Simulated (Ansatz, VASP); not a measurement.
## SnTe in VASP and in Ansatz

```
Te Sn
1.0
     0.00000    3.61115    3.61115
     3.61115    0.00000    3.61115
     3.61115    3.61115    0.00000
Te Sn
1 1
Direct
  0.25104 0.25696 0.24113
  0.00788 0.99528 0.99274
```

Change from the starting cell: atoms moved at random, drawn with an rms of 0.05 Å.

Alike in both runs: task single point; functional PBE; k mesh 7 × 7 × 7; occupations fermi-dirac, width 0.05 eV; no spin polarisation.

|  | VASP | Ansatz |
| --- | --- | --- |
| version | VASP 6.6.1 | Ansatz 0.2.0 |
| potentials or method | VASP PAW PBE potentials, release 64 (Te, Sn_d), cutoff 520 eV | all-electron LAPW, scalar-relativistic |

Ansatz gave:

| Item | Value |
| --- | --- |
| gap on the k mesh at the Fermi level (eV) | 0.31 |
| least direct gap on the mesh (eV) | 0.83 |
| pressure (GPa) | 0.0 |
| traceless stress, the component that is largest in VASP (GPa) | -0.22 |
| rms of the force components (eV/Å) | 0.072 |

Task: Estimate VASP's values.

Result: gap on the k mesh at the Fermi level (eV): 0.30; least direct gap on the mesh (eV): 0.83; pressure (GPa): -0.1; traceless stress, the component that is largest in VASP (GPa): -0.22; rms of the force components (eV/Å): 0.073.

Atom by atom the forces differ by 0.000 eV/Å (rms over components). Ansatz ran all-electron here, and VASP with PAW potentials.

Spin-orbit coupling is off throughout.
